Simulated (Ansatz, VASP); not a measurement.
**Two plane-wave programs on ZnGeO2**

```
Zn Ge O
1.0
     3.43185    0.00000    0.00000
     0.00000    3.43185    0.00000
     0.00000    0.00000    4.89699
Zn Ge O
1 1 2
Direct
  0.50000 0.50000 0.50000
  0.00000 0.00000 0.00000
  0.00000 0.50000 0.28180
  0.50000 0.00000 0.71820
```

Change from the starting cell: species swapped into the CdHgSe2 type (P-4m2, No. 115).

Alike in both runs: functional PBE; k mesh 14 × 14 × 10; occupations gaussian, width 0.1 eV; no spin polarisation.

Ansatz relaxed the structure, and its values are those at the end. VASP's run is a single point on that final structure, the one shown.

|  | VASP | Ansatz |
| --- | --- | --- |
| version | VASP 6.6.1 | Ansatz 0.2.0 |
| potentials or method | VASP PAW PBE potentials, release 64 (Zn, Ge_d, O), cutoff 520 eV | scalar-relativistic, plane waves, PAW |
| valence electrons in the cell | 38 | 38 |

|  | VASP | Ansatz | Ansatz less VASP |
| --- | --- | --- | --- |
| gap on the k mesh at the Fermi level (eV) | none | none | - |
| pressure (GPa) | 0.4 | 0.0 | -0.40 |
| rms of the force components (eV/Å) | 0.014 | 0.000 | -0.0134 |

A gap of «none» marks a metal or a gap that the smearing closes. With one functional, cell and mesh, what is left measures potentials, basis and numerics.
